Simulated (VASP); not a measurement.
**Cu: single point with r2SCAN+D3(BJ)**

Cu:

```
Cu
1.0
     0.00000    1.80750    1.80750
     1.80750    0.00000    1.80750
     1.80750    1.80750    0.00000
Cu
1
Direct
  0.00000 0.00000 0.00000
```

| Property | Result |
| --- | --- |
| Program | VASP 6.6.1 |
| Task | single point |
| Functional | r2SCAN |
| Dispersion | D3(BJ) |
| Potentials or basis | VASP PAW PBE potentials, release 64 (Cu) |
| Cutoff | 520 eV |
| k mesh | 16 × 16 × 16 |
| Occupations | fermi-dirac, width 0.1 eV |
| Spin | no spin polarisation |

* Pressure: -7.9 GPa
* Dispersion energy per atom: -0.274 eV

Levels at points of the mesh, in eV from the Fermi level:
```tsv
k point	band 4	band 5	band 6	band 7	band 8	band 9
(0.00, 0.00, 0.00)	-3.11	-2.30	-2.30	23.41	26.44	26.44
(0.50, 0.00, 0.00)	-1.71	-1.71	-1.02	4.00	21.92	23.16
(0.50, 0.50, 0.00)	-1.55	-1.55	1.61	7.46	13.79	13.79
```

It took 46 s on 1 thread of Intel(R) Xeon(R) Platinum 8488C (Sapphire Rapids), with other jobs on the host, peak memory 0.15 GiB.

Caveat: three body term missing; the PAW data sets were made with another functional, which shifts forces and pressure a little; pairwise dispersion overbinds metals, which lowers pressure and volume.
